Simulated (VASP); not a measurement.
Here is a VASP 6.6.1 calculation.

The input INCAR:

```
SYSTEM = Ba
  PREC = Accurate
  ENCUT = 520
  EDIFF = 1E-8
  ISMEAR = -1
  SIGMA = 0.05
  LREAL = .False.
  LASPH = .True.
  NELM = 80
  ALGO = Normal
  ISIF = 2
  LWAVE = .False.
  LCHARG = .False.
  GGA = PS
  LEFG = .True.
  NBANDS = 11
```

The input KPOINTS:

```
regular mesh
0
Gamma
  10 10 10
  0 0 0
```

The input POSCAR:

```
Ba
1.0
   -2.5328985096      2.5328985096      2.5328985096
    2.5328985096     -2.5328985096      2.5328985096
    2.5328985096      2.5328985096     -2.5328985096
Ba
1
Direct
    0.0000000000      0.0000000000      0.0000000000
```

Potentials or basis: VASP PAW PBE potentials, release 64 (Ba_sv).

Launch:

```bash
$ cat potpaw_PBE.64/Ba_sv/POTCAR > POTCAR
$ mpirun -np 1 vasp_std > vasp.out
```

Problem. Estimate the pressure.

Solution. -0.8 GPa.

Problem. Predict the band gap on the k mesh.

Solution. Zero (bands 5 and 6 overlap by 0.79 eV).

Caveat: the PAW data sets were made with another functional, which shifts forces and pressure a little; spin-orbit coupling is left out, which moves the levels of the heavy elements.
